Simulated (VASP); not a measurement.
Write the native input for VASP 6.6.1 that does the following.

* Task: single point
* Functional: PBE-based screened hybrid with 25 % exact exchange
* Potentials or basis: VASP PAW PBE potentials, release 64 (Bi_d)
* Cutoff: 520 eV
* k mesh: 3 × 3 × 5
* Occupations: fermi-dirac, width 0.05 eV
* Spin: no spin polarisation
* Dipole correction: no
* Grid for exact exchange (PRECFOCK): Normal
* Share of exact exchange: 0.25
* Further INCAR settings: ALGO = Normal; EDIFF = 1e-07; NBANDS = 22
* Screening parameter: 0.3 1/Å

The system is Bi.

```
Bi
1.0
     3.47666   -3.09141   -0.11867
     3.47666    3.09141   -0.11867
    -1.36184    0.00000    3.15640
Bi
2
Direct
  0.76444 0.76444 0.88656
  0.23556 0.23556 0.11344
```

These files were run (other wordings do the same):

POSCAR

```
Bi
1.0
    3.4766610565     -3.0914063687     -0.1186703767
    3.4766610565      3.0914063687     -0.1186703767
   -1.3618353556      0.0000000000      3.1563999209
Bi
2
Direct
    0.7644408431      0.7644408431      0.8865559345
    0.2355591569      0.2355591569      0.1134440655
```

INCAR.step1

```
PREC     = Accurate       # precision mode
ENCUT    = 520            # plane-wave cutoff, eV
EDIFF    = 1E-5           # SCF threshold, eV
ISMEAR   = -1             # smearing method
SIGMA    = 0.05           # smearing width, eV
LREAL    = F              # projectors in reciprocal space
LASPH    = T              # aspherical terms in the spheres
NELM     = 60             # most SCF steps
ALGO     = Normal         # electronic algorithm
ISIF     = 2              # what is computed and relaxed
LWAVE    = T              # write WAVECAR
LCHARG   = F              # write CHGCAR
GGA      = PE             # functional
NBANDS   = 22             # bands
```

INCAR.step2

```
PREC     = Accurate       # precision mode
ENCUT    = 520            # plane-wave cutoff, eV
EDIFF    = 1E-7           # SCF threshold, eV
ISMEAR   = -1             # smearing method
SIGMA    = 0.05           # smearing width, eV
LREAL    = F              # projectors in reciprocal space
LASPH    = T              # aspherical terms in the spheres
NELM     = 60             # most SCF steps
ALGO     = Normal         # electronic algorithm
ISIF     = 2              # what is computed and relaxed
LWAVE    = F              # write WAVECAR
LCHARG   = F              # write CHGCAR
GGA      = PE             # functional
LHFCALC  = T              # exact exchange
AEXX     = 0.25           # exact-exchange fraction
HFSCREEN = 0.3            # screening, 1/A
PRECFOCK = Normal       
ISTART   = 1            
NBANDS   = 22             # bands
```

KPOINTS

```
regular mesh
0
Gamma
  3 3 5
```

Potentials or basis: VASP PAW PBE potentials, release 64 (Bi_d).

Run with:

```bash
$ cat potpaw_PBE.64/Bi_d/POTCAR > POTCAR
$ cp INCAR.step1 INCAR
$ mpirun -np 1 vasp_std > vasp.out
$ cp INCAR.step2 INCAR
$ mpirun -np 1 vasp_std > vasp.out
```

Results of the run:

| Item | Value |
| --- | --- |
| Pressure | 0.0 GPa |
| Largest force | 0.009 eV/Å |
| Band gap on the k mesh | zero (bands 15 and 16 overlap by 3.87 eV) |

Caveat: the k points lie up to 0.47 Å⁻¹ apart, too coarse for converged energies and pressures of a metal; the PAW data sets were made with another functional, which shifts forces and pressure a little; spin-orbit coupling is left out, which moves the levels of the heavy elements.

It took 46 min on 1 thread of Intel(R) Xeon(R) Platinum 8488C (Sapphire Rapids), on a shared host, peak memory 0.3 GiB.
